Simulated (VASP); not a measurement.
# AlN (P6_3/mmc) in VASP: a series of runs, part 2 of 2

VASP 6.6.1. The steps go on from the part before.

## (3) Single point, PBE (strain +0.0750 x Voigt [1, 1, 0, 0, 0, 0])

Contents of INCAR:

```
PREC     = Accurate       # precision mode
ENCUT    = 520            # plane-wave cutoff, eV
EDIFF    = 1E-7           # SCF threshold, eV
ISMEAR   = 0              # smearing method
SIGMA    = 0.05           # smearing width, eV
LREAL    = False          # projectors in reciprocal space
LASPH    = True           # aspherical terms in the spheres
NELM     = 100            # most SCF steps
ALGO     = Normal         # electronic algorithm
ISIF     = 2              # what is computed and relaxed
LWAVE    = False          # write WAVECAR
LCHARG   = True           # write CHGCAR
GGA      = PE             # functional
LELF     = True           # ELF
LVHAR    = True         
NBANDS   = 16             # bands
```

Contents of KPOINTS:

```
Automatic mesh
0
Gamma
  9 9 6
```

Contents of POSCAR:

```
AlN
1.0
    3.5605244225      0.0000000000      0.0000000000
   -1.7802622112      3.0835046006      0.0000000000
    0.0000000000      0.0000000000      4.1875630000
Al N
2 2
Direct
    0.3333333333      0.6666666667      0.7500000000
    0.6666666667      0.3333333333      0.2500000000
    0.3333333333      0.6666666667      0.2500000000
    0.6666666667      0.3333333333      0.7500000000
```

Potentials or basis: VASP PAW PBE potentials, release 64 (Al, N).

On the command line:

```console
$ cat potpaw_PBE.64/Al/POTCAR potpaw_PBE.64/N/POTCAR > POTCAR
$ mpirun -np 1 vasp_std > vasp.out
```

OUTCAR:

```text
PREC = Accurate
   ENCUT = 520
   EDIFF = 1E-7
   ISMEAR = 0
   LREAL = False
   LASPH = True
   NELM = 100
   ISIF = 2
   GGA = PE

 ion  position               nearest neighbor table
   1  0.333  0.667  0.750-   4 2.06   4 2.06   4 2.06   3 2.09   3 2.09   2 2.93   2 2.93   2 2.93
                             2 2.93   2 2.93   2 2.93
   2  0.667  0.333  0.250-   3 2.06   3 2.06   3 2.06   4 2.09   4 2.09   1 2.93   1 2.93   1 2.93
                             1 2.93   1 2.93   1 2.93
   3  0.333  0.667  0.250-   2 2.06   2 2.06   2 2.06   1 2.09   1 2.09
   4  0.667  0.333  0.750-   1 2.06   1 2.06   1 2.06   2 2.09   2 2.09

  LATTYP: Found a hexagonal cell.
 ALAT       =     3.5605244225
 C/A-ratio  =     1.1761084894

  Lattice vectors:

 A1 = (   3.5605244225,   0.0000000000,   0.0000000000)
 A2 = (  -1.7802622112,   3.0835046006,   0.0000000000)
 A3 = (   0.0000000000,   0.0000000000,   4.1875630000)

Analysis of symmetry for initial positions (statically):
=====================================================================
 Subroutine PRICEL returns:
 Original cell was already a primitive cell.

 Routine SETGRP: Setting up the symmetry group for a
 hexagonal supercell.

 Subroutine GETGRP returns: Found 24 space group operations
 (whereof 12 operations were pure point group operations)
 out of a pool of 24 trial point group operations.

The static configuration has the point symmetry D_3d.
 The point group associated with its full space group is D_6h.

Analysis of symmetry for dynamics (positions and initial velocities):
=====================================================================
 Subroutine PRICEL returns:
 Original cell was already a primitive cell.

 Routine SETGRP: Setting up the symmetry group for a
 hexagonal supercell.

 Subroutine GETGRP returns: Found 24 space group operations
 (whereof 12 operations were pure point group operations)
[... 127 lines left out ...]
     AMIX_MAG =   1.60;   BMIX_MAG =  1.00
  volume/ion in A,a.u.               =      11.49        77.56
  Fermi-wavevector in a.u.,A,eV,Ry     =   1.151529  2.176074 18.041582  1.326019
  Thomas-Fermi vector in A             =   2.288186
   LORBIT       =      0    0 simple, 1 ext, 2 COOP (PROOUT), +10 PAW based schemes
   GGA     = PE    functional components
   LHFCALC =     F    Hartree Fock is set to
   AEXX    =    0.0000 exact exchange contribution
   IVDW    =     0    specifies the selected vdW correction
   LEPSILON=     F    determine dielectric tensor
   LRPA    =     F    only Hartree local field effects (RPA)
 non-spin polarized calculation
 Gauss-broadening in eV      SIGMA  =   0.05
  energy-cutoff  :      520.00
  volume of cell :       45.97
 maximum number of plane-waves:      1264
 NGX is ok and might be reduce to    28
   NGX = 13   NGY = 13   NGZ = 15

 number of electron      15.9999999 magnetization

 Free energy of the ion-electron system (eV)
  ---------------------------------------------------
  ext. energy  EPLUGINS =         0.00000000
  ---------------------------------------------------
  free energy    TOTEN  =       -28.74548809 eV

  energy without entropy =      -28.74548809  energy(sigma->0) =      -28.74548809

 E-fermi :   6.3084     XC(G=0): -10.5224

 val. band max:        6.0515906425   @ k =   0.0000   0.0000   0.0000
 cond. band min:       8.5462730587   @ k =   0.0000   0.0000   0.0000
 fundamental gap:      2.4946824162
 Fermi energy:         6.3083780521

 k-point     1 :       0.0000    0.0000    0.0000
  band No.  band energies     occupation
      1      -9.3606      2.00000
      2      -6.1104      2.00000
      3       0.4707      2.00000
      4       3.3254      2.00000
      5       3.3254      2.00000
      6       5.1847      2.00000
[... 433 lines left out ...]
      3       0.6923      2.00000
      4       1.3068      2.00000
      5       1.3068      2.00000
      6       4.1711      2.00000
[... 8 lines left out ...]
     15      17.1790      0.00000
     16      18.3482      0.00000

 [... further k-points ...]

------------------------ aborting loop because EDIFF is reached ----------------------------------------

  FORCE on cell =-STRESS in cart. coord.  units (eV):
  Direction    XX          YY          ZZ          XY          YZ          ZX
  --------------------------------------------------------------------------------------
  -------------------------------------------------------------------------------------
  Total       -7.2458039     -7.2458039     -4.9081352     -0.0000000      0.0000000      0.0000000
  in kB     -252.5092185   -252.5092185   -171.0437370     -0.0000000      0.0000000      0.0000000
  external PRESSURE =    -225.3540580 kB  Pullay stress =       0.0000000 kB

 VOLUME and BASIS-vectors are now :
 -----------------------------------------------------------------------------
  energy-cutoff  :      520.00
  volume of cell :       45.97
      direct lattice vectors                 reciprocal lattice vectors
     3.560524422  0.000000000  0.000000000     0.280857503  0.162153155  0.000000000
    -1.780262211  3.083504601  0.000000000     0.000000000  0.324306310  0.000000000
     0.000000000  0.000000000  4.187563000     0.000000000  0.000000000  0.238802377

 POSITION                                       TOTAL-FORCE (eV/Angst)
 -----------------------------------------------------------------------------------
     -0.00000      2.05567      3.14067         0.000000      0.000000      0.000000
      1.78026      1.02783      1.04689         0.000000     -0.000000      0.000000
     -0.00000      2.05567      1.04689        -0.000000     -0.000000      0.000000
      1.78026      1.02783      3.14067        -0.000000     -0.000000      0.000000
 -----------------------------------------------------------------------------------
    total drift:                                0.000000     -0.000000      0.000000

  FREE ENERGIE OF THE ION-ELECTRON SYSTEM (eV)
  ---------------------------------------------------
  free  energy   TOTEN  =       -28.7454880881 eV

  energy  without entropy=      -28.7454880881  energy(sigma->0) =      -28.74548809
```

Wall time 23 s (1 thread of Intel Xeon Platinum 8375C at 2.90GHz (Ice Lake), shared host); peak memory 0.17 GiB.

What came out:

| Property | Result |
| --- | --- |
| Free energy | -28.7455 eV |
| Pressure | -22.5 GPa |
| Band gap on the k mesh | 2.49 eV, direct |

Stress tensor (GPa, compression positive):
```
-25.25   0.00   0.00
  0.00 -25.25   0.00
  0.00   0.00 -17.10
```

Caveat: the cell differs from its parent crystal (strain +0.0750 x Voigt [1, 1, 0, 0, 0, 0]).

## (4) Single point, PBE (strain +0.0875 x Voigt [1, 1, 0, 0, 0, 0])

Contents of INCAR:

```
SYSTEM = AlN
PREC = Accurate
ENCUT = 520
EDIFF = 1E-7
ISMEAR = 0
SIGMA = 0.05
LREAL = .False.
LASPH = .True.
NELM = 100
ALGO = Normal
ISIF = 2
LWAVE = .False.
LCHARG = .False.
GGA = PE
NBANDS = 16
```

Contents of KPOINTS:

```
regular mesh
0
Gamma
  9 9 6
  0 0 0
```

Edit POSCAR of step 3 so:

```diff
@@ -2,4 +2,4 @@
 1.0
-    3.5605244225      0.0000000000      0.0000000000
-   -1.7802622112      3.0835046006      0.0000000000
+    3.6019258692      0.0000000000      0.0000000000
+   -1.8009629346      3.1193593053      0.0000000000
     0.0000000000      0.0000000000      4.1875630000
```

Potentials or basis: VASP PAW PBE potentials, release 64 (Al, N).

On the command line:

```console
$ cat potpaw_PBE.64/Al/POTCAR potpaw_PBE.64/N/POTCAR > POTCAR
$ mpirun -np 1 vasp_std > vasp.out
```

OUTCAR:

```text
SYSTEM = AlN
   PREC = Accurate
   ENCUT = 520
   EDIFF = 1E-7
   ISMEAR = 0
   LREAL = .False.
   LASPH = .True.
   NELM = 100
   ISIF = 2
   GGA = PE

 ion  position               nearest neighbor table
   1  0.333  0.667  0.750-   4 2.08   4 2.08   4 2.08   3 2.09   3 2.09   2 2.95   2 2.95   2 2.95
                             2 2.95   2 2.95   2 2.95
   2  0.667  0.333  0.250-   3 2.08   3 2.08   3 2.08   4 2.09   4 2.09   1 2.95   1 2.95   1 2.95
                             1 2.95   1 2.95   1 2.95
   3  0.333  0.667  0.250-   2 2.08   2 2.08   2 2.08   1 2.09   1 2.09
   4  0.667  0.333  0.750-   1 2.08   1 2.08   1 2.08   2 2.09   2 2.09

  LATTYP: Found a hexagonal cell.
 ALAT       =     3.6019258692
 C/A-ratio  =     1.1625900010

  Lattice vectors:

 A1 = (   3.6019258692,   0.0000000000,   0.0000000000)
 A2 = (  -1.8009629346,   3.1193593053,   0.0000000000)
 A3 = (   0.0000000000,   0.0000000000,   4.1875630000)

Analysis of symmetry for initial positions (statically):
=====================================================================
 Subroutine PRICEL returns:
 Original cell was already a primitive cell.

 Routine SETGRP: Setting up the symmetry group for a
 hexagonal supercell.

 Subroutine GETGRP returns: Found 24 space group operations
 (whereof 12 operations were pure point group operations)
 out of a pool of 24 trial point group operations.

The static configuration has the point symmetry D_3d.
 The point group associated with its full space group is D_6h.

Analysis of symmetry for dynamics (positions and initial velocities):
=====================================================================
 Subroutine PRICEL returns:
 Original cell was already a primitive cell.

 Routine SETGRP: Setting up the symmetry group for a
 hexagonal supercell.

 Subroutine GETGRP returns: Found 24 space group operations
 (whereof 12 operations were pure point group operations)
 out of a pool of 24 trial point group operations.

The dynamic configuration has the point symmetry D_3d.
 The point group associated with its full space group is D_6h.
[... 126 lines left out ...]
  Thomas-Fermi vector in A             =   2.279385
   LORBIT       =      0    0 simple, 1 ext, 2 COOP (PROOUT), +10 PAW based schemes
   GGA     = PE    functional components
   LHFCALC =     F    Hartree Fock is set to
   AEXX    =    0.0000 exact exchange contribution
   IVDW    =     0    specifies the selected vdW correction
   LEPSILON=     F    determine dielectric tensor
   LRPA    =     F    only Hartree local field effects (RPA)
 non-spin polarized calculation
 Gauss-broadening in eV      SIGMA  =   0.05
  energy-cutoff  :      520.00
  volume of cell :       47.05
 maximum number of plane-waves:      1287
 NGX is ok and might be reduce to    28
   NGX = 13   NGY = 13   NGZ = 15

 number of electron      16.0000000 magnetization

 Free energy of the ion-electron system (eV)
  ---------------------------------------------------
  ext. energy  EPLUGINS =         0.00000000
  ---------------------------------------------------
  free energy    TOTEN  =       -28.56922209 eV

  energy without entropy =      -28.56922209  energy(sigma->0) =      -28.56922209

 E-fermi :   5.9820     XC(G=0): -10.4222

 val. band max:        5.7560310170   @ k =   0.0000   0.0000   0.0000
 cond. band min:       8.1471553127   @ k =   0.0000   0.0000   0.0000
 fundamental gap:      2.3911242958
 Fermi energy:         5.9819816170

 k-point     1 :       0.0000    0.0000    0.0000
  band No.  band energies     occupation
      1      -9.4427      2.00000
      2      -6.2595      2.00000
      3       0.3732      2.00000
      4       3.1253      2.00000
      5       3.1253      2.00000
      6       5.0113      2.00000
[... 433 lines left out ...]
      3       0.5822      2.00000
      4       1.1443      2.00000
      5       1.1443      2.00000
      6       3.9886      2.00000
[... 8 lines left out ...]
     15      16.8780      0.00000
     16      17.9863      0.00000

 [... further k-points ...]

------------------------ aborting loop because EDIFF is reached ----------------------------------------

  FORCE on cell =-STRESS in cart. coord.  units (eV):
  Direction    XX          YY          ZZ          XY          YZ          ZX
  --------------------------------------------------------------------------------------
  -------------------------------------------------------------------------------------
  Total       -8.0300320     -8.0300320     -5.7063864      0.0000000     -0.0000000      0.0000000
  in kB     -273.4427002   -273.4427003   -194.3167463      0.0000000     -0.0000000      0.0000000
  external PRESSURE =    -247.0673823 kB  Pullay stress =       0.0000000 kB

 VOLUME and BASIS-vectors are now :
 -----------------------------------------------------------------------------
  energy-cutoff  :      520.00
  volume of cell :       47.05
      direct lattice vectors                 reciprocal lattice vectors
     3.601925869  0.000000000  0.000000000     0.277629256  0.160289326  0.000000000
    -1.800962935  3.119359305  0.000000000     0.000000000  0.320578652  0.000000000
     0.000000000  0.000000000  4.187563000     0.000000000  0.000000000  0.238802377

 POSITION                                       TOTAL-FORCE (eV/Angst)
 -----------------------------------------------------------------------------------
     -0.00000      2.07957      3.14067        -0.000000      0.000000      0.000000
      1.80096      1.03979      1.04689         0.000000     -0.000000      0.000000
     -0.00000      2.07957      1.04689        -0.000000      0.000000      0.000000
      1.80096      1.03979      3.14067         0.000000      0.000000      0.000000
 -----------------------------------------------------------------------------------
    total drift:                               -0.000000      0.000000      0.000000

  FREE ENERGIE OF THE ION-ELECTRON SYSTEM (eV)
  ---------------------------------------------------
  free  energy   TOTEN  =       -28.5692220936 eV

  energy  without entropy=      -28.5692220936  energy(sigma->0) =      -28.56922209
```

Wall time 23 s (1 thread of Intel Xeon Platinum 8375C at 2.90GHz (Ice Lake), shared host); peak memory 0.17 GiB.

Results:

```
Free energy            : -28.5692 eV
Pressure               : -24.7 GPa
Band gap on the k mesh : 2.39 eV, direct
```

Caveat: the cell differs from its parent crystal (strain +0.0875 x Voigt [1, 1, 0, 0, 0, 0]).

## (5) Single point, PBE (strain +0.1000 x Voigt [1, 1, 0, 0, 0, 0])

Edit INCAR of step 4 so:

```diff
@@ -3,3 +3,3 @@
 ENCUT = 520
-EDIFF = 1E-7
+EDIFF = 1E-6
 ISMEAR = 0
@@ -8,3 +8,3 @@
 LASPH = .True.
-NELM = 100
+NELM = 80
 ALGO = Normal
```

KPOINTS is that of step 4.

Edit POSCAR of step 4 so:

```diff
@@ -2,4 +2,4 @@
 1.0
-    3.6019258692      0.0000000000      0.0000000000
-   -1.8009629346      3.1193593053      0.0000000000
+    3.6433273160      0.0000000000      0.0000000000
+   -1.8216636580      3.1552140100      0.0000000000
     0.0000000000      0.0000000000      4.1875630000
```

On the command line:

```console
$ cat potpaw_PBE.64/Al/POTCAR potpaw_PBE.64/N/POTCAR > POTCAR
$ mpirun -np 1 vasp_std > vasp.out
```

It took 21 s on 1 thread of Intel Xeon Platinum 8375C at 2.90GHz (Ice Lake), shared host; peak memory 0.17 GiB.

The run converged. Its results:

| Item | Value |
| --- | --- |
| Free energy | -28.3781 eV |
| Pressure | -26.6 GPa |
| Band gap on the k mesh | 2.29 eV, direct |

Stress tensor (GPa, compression positive):
```
-29.02   0.00   0.00
  0.00 -29.02   0.00
  0.00   0.00 -21.62
```

Levels at points of the mesh, in eV from the valence-band top:
```csv
k point,band 6,band 7,band 8,band 9,band 10,band 11
"(0.00, 0.00, 0.00)",-0.62,-0.62,0.00,2.29,3.18,7.35
"(0.00, 0.00, 0.50)",-1.61,-1.61,-1.61,5.04,5.04,7.48
```

Caveat: the cell differs from its parent crystal (strain +0.1000 x Voigt [1, 1, 0, 0, 0, 0]).

## (6) Overview

```tsv
cell	gap on the mesh (eV)	pressure (GPa)
a = 3.478, b = 3.478, c = 4.188 Å, angles 90.0, 90.0, 120.0°, 4 atoms	2.72	-17.0
a = 3.561, b = 3.561, c = 4.188 Å, angles 90.0, 90.0, 120.0°, 4 atoms	2.49	-22.5
a = 3.602, b = 3.602, c = 4.188 Å, angles 90.0, 90.0, 120.0°, 4 atoms	2.39	-24.7
a = 3.643, b = 3.643, c = 4.188 Å, angles 90.0, 90.0, 120.0°, 4 atoms	2.29	-26.6
```

Alike in all rows: task single point; level PBE; potentials or basis VASP PAW PBE potentials, release 64 (Al, N); no spin polarisation; k mesh 9 × 9 × 6; cutoff (eV) 520; smearing gaussian 0.05 eV.

Total energies depend on the potentials used, so only differences within one code and one set of settings carry meaning.
